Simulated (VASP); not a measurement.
CaS:

```xyz
2
Lattice="0.0000 2.8585 2.8585 2.8585 0.0000 2.8585 2.8585 2.8585 0.0000" Properties=species:S:1:pos:R:3 pbc="T T T"
Ca    0.0000    0.0000    0.0000
S     2.8585    2.8585    2.8585
```

This cell differs from its parent crystal: strain +0.4%.

Base run:

```yaml
Program: VASP 6.6.1
Functional: PBE
Potentials_or_basis: VASP PAW PBE potentials, release 64 (Ca_sv, S)
Cutoff: 500 eV
k_mesh: 8 × 8 × 8
Occupations: fermi-dirac, width 0.02 eV
Spin: no spin polarisation
```

Its results: band gap on the k mesh 2.38 eV, indirect (least direct gap 3.18 eV); pressure 0.0 GPa.

Problem. The run is repeated on the same cell with these changes: functional from PBE to r2SCAN; cutoff from 500 eV to 550 eV; occupations from fermi-dirac, width 0.02 eV to gaussian, width 0.01 eV. What comes out?

Solution. Band gap on the k mesh 2.83 eV, indirect (least direct gap 3.65 eV); pressure -0.4 GPa.

Caveats: the PAW data sets were made with another functional, which shifts forces and pressure a little (some runs).

A k mesh can miss the band edges.
